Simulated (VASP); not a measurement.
# NaF (I4/mmm) in VASP: notebook

The runs below take NaF through single point, with PBEsol.

Everything below comes from runs of VASP 6.6.1. Logs are shortened: lines on timing, memory, paths and dates and some standing lists are left out, and cuts for length are marked.

**1. The cell of the first run**

Symmetry: I4/mmm, No. 139, tetragonal system. Conventional cell: a = 3.450 Å, b = 3.450 Å, c = 4.647 Å, α = 90.00°, β = 90.00°, γ = 90.00°. Within 3.1 Å of Na (site symmetry 4/mmm) lie 6 F at 2.32 to 2.44 Å. F (site symmetry 4/mmm) has 6 Na at 2.32 to 2.44 Å within 3.1 Å.

**2. Single point, PBEsol (strain +0.050 along x and y, +0.000 along z)**

File INCAR:

```
SYSTEM = NaF
PREC = Accurate
ENCUT = 520
EDIFF = 1E-7
ISMEAR = 0
SIGMA = 0.05
LREAL = .FALSE.
LASPH = .TRUE.
NELM = 60
ALGO = Normal
ISIF = 2
LWAVE = .FALSE.
LCHARG = .TRUE.
GGA = PS
LELF = .TRUE.
LVHAR = .TRUE.
NBANDS = 14
```

File KPOINTS:

```
Automatic mesh
0
G
  8 8 8
  0 0 0
```

File POSCAR:

```
NaF
1.0
    0.0000000000      2.4394650000      2.3233000000
    2.4394650000      0.0000000000      2.3233000000
    2.4394650000      2.4394650000      0.0000000000
Na F
1 1
Direct
    0.0000000000      0.0000000000      0.0000000000
    0.5000000000      0.5000000000      0.5000000000
```

Potentials or basis: VASP PAW PBE potentials, release 64 (Na_pv, F).

Started as:

```bash
$ cat potpaw_PBE.64/Na_pv/POTCAR potpaw_PBE.64/F/POTCAR > POTCAR
$ mpirun -np 1 vasp_std > vasp.out
```

OUTCAR:

```text
SYSTEM = NaF
   PREC = Accurate
   ENCUT = 520
   EDIFF = 1E-7
   ISMEAR = 0
   LREAL = .FALSE.
   LASPH = .TRUE.
   NELM = 60
   ISIF = 2
   GGA = PS

 ion  position               nearest neighbor table
   1  0.000  0.000  0.000-   2 2.32   2 2.32
   2  0.500  0.500  0.500-   1 2.32   1 2.32

  LATTYP: Found a body centered tetragonal cell.
 ALAT       =     3.4499244879
 C/A-ratio  =     1.3468700594

  Lattice vectors:

 A1 = (   0.0000000000,  -2.4394650000,  -2.3233000000)
 A2 = (   0.0000000000,   2.4394650000,  -2.3233000000)
 A3 = (   2.4394650000,   0.0000000000,   2.3233000000)

Analysis of symmetry for initial positions (statically):
=====================================================================
 Subroutine PRICEL returns:
 Original cell was already a primitive cell.

 Routine SETGRP: Setting up the symmetry group for a
 body centered tetragonal supercell.

 Subroutine GETGRP returns: Found 16 space group operations
 (whereof 16 operations were pure point group operations)
 out of a pool of 16 trial point group operations.

The static configuration has the point symmetry D_4h.

Analysis of symmetry for dynamics (positions and initial velocities):
=====================================================================
 Subroutine PRICEL returns:
 Original cell was already a primitive cell.

 Routine SETGRP: Setting up the symmetry group for a
 body centered tetragonal supercell.

 Subroutine GETGRP returns: Found 16 space group operations
 (whereof 16 operations were pure point group operations)
 out of a pool of 16 trial point group operations.

The dynamic configuration has the point symmetry D_4h.

 Subroutine INISYM returns: Found 16 space group operations
 (whereof 16 operations are pure point group operations),
 and found     1 'primitive' translations

----------------------------------------------------------------------------------------

                                     Primitive cell

  volume of cell :      27.6519

  direct lattice vectors                    reciprocal lattice vectors
     0.000000000  2.439465000  2.323300000    -0.204962973  0.204962973  0.215211122
     2.439465000  0.000000000  2.323300000     0.204962973 -0.204962973  0.215211122
     2.439465000  2.439465000  0.000000000     0.204962973  0.204962973 -0.215211122

  length of vectors
     3.368785000  3.368785000  3.449924488     0.361020038  0.361020038  0.361020038

  position of ions in fractional coordinates (direct lattice)
     0.000000000  0.000000000  0.000000000
     0.500000000  0.500000000  0.500000000

  ion indices of the primitive-cell ions
   primitive index   ion index
[... 82 lines left out ...]
   POTIM  = 0.5000    time-step for ionic-motion
   TEBEG  =    0.0;   TEEND  =   0.0 temperature during run
   PSTRESS=    0.0 pullay stress
   NELECT =      14.0000    total number of electrons
   NUPDOWN=      -1.0000    fix difference up-down
   EMIN   =  10.00;   EMAX   =-10.00  energy-range for DOS
   EFERMI =   0.00;   METHOD = LEGACY
   ISMEAR =     0;   SIGMA  =   0.05  broadening in eV -4-tet -1-fermi 0-gaus
   EFERMI_NEDOS =   21; number of points for ismear=-14 and -15
   IALGO  =     38    algorithm
   IMIX   =      4    mixing-type and parameters
     AMIX     =   0.40;   BMIX     =  1.00
     AMIX_MAG =   1.60;   BMIX_MAG =  1.00
  volume/ion in A,a.u.               =      13.83        93.30
  Fermi-wavevector in a.u.,A,eV,Ry     =   1.304796  2.465707 23.163825  1.702493
  Thomas-Fermi vector in A             =   2.435708
   LORBIT       =      0    0 simple, 1 ext, 2 COOP (PROOUT), +10 PAW based schemes
   GGA     = PS    functional components
   LHFCALC =     F    Hartree Fock is set to
   AEXX    =    0.0000 exact exchange contribution
   IVDW    =     0    specifies the selected vdW correction
   LEPSILON=     F    determine dielectric tensor
   LRPA    =     F    only Hartree local field effects (RPA)
 non-spin polarized calculation
 Gauss-broadening in eV      SIGMA  =   0.05
  energy-cutoff  :      520.00
  volume of cell :       27.65
 maximum number of plane-waves:       772
 NGX is ok and might be reduce to    28
   NGX = 13   NGY = 13   NGZ = 13

 number of electron      13.9999998 magnetization

 Free energy of the ion-electron system (eV)
  ---------------------------------------------------
  ext. energy  EPLUGINS =         0.00000000
  ---------------------------------------------------
  free energy    TOTEN  =        -8.72556256 eV

  energy without entropy =       -8.72556256  energy(sigma->0) =       -8.72556256

 E-fermi :  -2.3134     XC(G=0):  -8.8127

 val. band max:       -2.5851705875   @ k =   0.0000   0.0000   0.0000
 cond. band min:       3.0599374937   @ k =   0.0000   0.0000   0.0000
 fundamental gap:      5.6451080812
 Fermi energy:        -2.3134148087

 k-point     1 :       0.0000    0.0000    0.0000
  band No.  band energies     occupation
      1     -21.6859      2.00000
      2     -21.6859      2.00000
      3     -21.6687      2.00000
      4     -21.4861      2.00000
      5      -2.6019      2.00000
      6      -2.5852      2.00000
      7      -2.5852      2.00000
      8       3.0599      0.00000
      9      15.4321      0.00000
     10      15.4321      0.00000
     11      15.7544      0.00000
     12      18.0189      0.00000
     13      19.6093      0.00000
     14      20.9382      0.00000
[... 377 lines left out ...]
      1     -22.0996      2.00000
      2     -21.7013      2.00000
      3     -21.6872      2.00000
      4     -20.9784      2.00000
      5      -3.6607      2.00000
      6      -2.8316      2.00000
      7      -2.7803      2.00000
      8       6.1045      0.00000
      9      10.6073      0.00000
     10      15.1149      0.00000
     11      16.1165      0.00000
     12      17.1598      0.00000
     13      20.2760      0.00000
     14      21.5563      0.00000

 [... further k-points ...]
[... 5 lines left out ...]
  --------------------------------------------------------------------------------------
  -------------------------------------------------------------------------------------
  Total       -0.8158638     -0.8158638     -0.4210703      0.0000000     -0.0000000      0.0000000
  in kB      -47.2719807    -47.2719807    -24.3972418      0.0000000     -0.0000000      0.0000000
  external PRESSURE =     -39.6470678 kB  Pullay stress =       0.0000000 kB

 VOLUME and BASIS-vectors are now :
 -----------------------------------------------------------------------------
  energy-cutoff  :      520.00
  volume of cell :       27.65
      direct lattice vectors                 reciprocal lattice vectors
     0.000000000  2.439465000  2.323300000    -0.204962973  0.204962973  0.215211122
     2.439465000  0.000000000  2.323300000     0.204962973 -0.204962973  0.215211122
     2.439465000  2.439465000  0.000000000     0.204962973  0.204962973 -0.215211122

 POSITION                                       TOTAL-FORCE (eV/Angst)
 -----------------------------------------------------------------------------------
      0.00000      0.00000      0.00000         0.000000     -0.000000      0.000000
      2.43947      2.43947      2.32330        -0.000000      0.000000      0.000000
 -----------------------------------------------------------------------------------
    total drift:                                0.000000      0.000000      0.000000

  FREE ENERGIE OF THE ION-ELECTRON SYSTEM (eV)
  ---------------------------------------------------
  free  energy   TOTEN  =        -8.7255625614 eV

  energy  without entropy=       -8.7255625614  energy(sigma->0) =       -8.72556256
```

OSZICAR:

```text
N       E                     dE             d eps       ncg     rms          rms(c)
DAV:   1     0.104731091964E+03    0.10473E+03   -0.75688E+03  1672   0.116E+03
DAV:   2    -0.391013454509E+01   -0.10864E+03   -0.10053E+03  1844   0.323E+02
DAV:   3    -0.947860713881E+01   -0.55685E+01   -0.55562E+01  2048   0.685E+01
DAV:   4    -0.952539145478E+01   -0.46784E-01   -0.46782E-01  1874   0.681E+00
DAV:   5    -0.952591253777E+01   -0.52108E-03   -0.52108E-03  2078   0.711E-01    0.495E+00
DAV:   6    -0.874331867856E+01    0.78259E+00   -0.28370E+00  2014   0.139E+01    0.191E+00
DAV:   7    -0.872585974725E+01    0.17459E-01   -0.31308E-02  1718   0.214E+00    0.105E+00
DAV:   8    -0.872504604392E+01    0.81370E-03   -0.30145E-02  1784   0.401E+00    0.162E-01
DAV:   9    -0.872566818054E+01   -0.62214E-03   -0.47189E-03  2066   0.673E-01    0.126E-01
DAV:  10    -0.872557203359E+01    0.96147E-04   -0.14029E-03  1862   0.336E-01    0.353E-02
DAV:  11    -0.872556155668E+01    0.10477E-04   -0.92780E-05  1892   0.147E-01    0.451E-03
DAV:  12    -0.872556256352E+01   -0.10068E-05   -0.65319E-06  1916   0.278E-02    0.277E-03
DAV:  13    -0.872556256138E+01    0.21371E-08   -0.80634E-07  1886   0.773E-03
   1 F= -.87255626E+01 E0= -.87255626E+01  d E =-.165463E-16
```

stdout:

```text
POSCAR found type information on POSCAR NaF
 POSCAR found :  2 types and       2 ions
 scaLAPACK will be used
 -----------------------------------------------------------------------------
|                                                                             |
|                                                                             |
|     You enforced a specific xc type in the INCAR file but a different       |
|     I HOPE YOU KNOW WHAT YOU ARE DOING!                                     |
|                                                                             |
 -----------------------------------------------------------------------------

 LDA part: xc-table for (Slater+PW92), standard interpolation
 POSCAR, INCAR and KPOINTS ok, starting setup
 FFT: planning ... GRIDC
 FFT: planning ... GRID_SOFT
 FFT: planning ... GRID
 WAVECAR not read
 entering main loop
```

Wall time 30 s (1 thread of AMD EPYC 7R43 (Zen 3), shared host); peak memory 0.12 GiB.

Results:

* Free energy: -8.7256 eV
* Pressure: -4.0 GPa
* Band gap on the k mesh: 5.65 eV, direct

Stress tensor (GPa, compression positive):
```
-4.73  0.00  0.00
 0.00 -4.73  0.00
 0.00  0.00 -2.44
```

Levels at points of the mesh, in eV from the valence-band top:
| k point | band 3 | band 4 | band 5 | band 6 | band 7 | band 8 | band 9 | band 10 | band 11 | band 12 |
| --- | --- | --- | --- | --- | --- | --- | --- | --- | --- | --- |
| (0.00, 0.00, 0.00) | -19.08 | -18.90 | -0.02 | 0.00 | 0.00 | 5.65 | 18.02 | 18.02 | 18.34 | 20.60 |
| (0.50, 0.00, 0.00) | -19.10 | -18.24 | -1.40 | -0.23 | -0.20 | 9.99 | 11.48 | 18.46 | 19.33 | 21.25 |
| (0.50, 0.50, 0.00) | -19.14 | -18.69 | -1.10 | -0.41 | -0.41 | 12.45 | 12.57 | 12.71 | 17.97 | 17.97 |
| (0.50, 0.00, 0.50) | -19.12 | -18.71 | -1.16 | -0.38 | -0.30 | 11.94 | 12.47 | 12.90 | 18.34 | 18.74 |

Caveat: the cell differs from its parent crystal (strain +0.050 along x and y, +0.000 along z); the PAW data sets were made with another functional, which shifts forces and pressure a little.

(Part 1 of 2 ends here.)
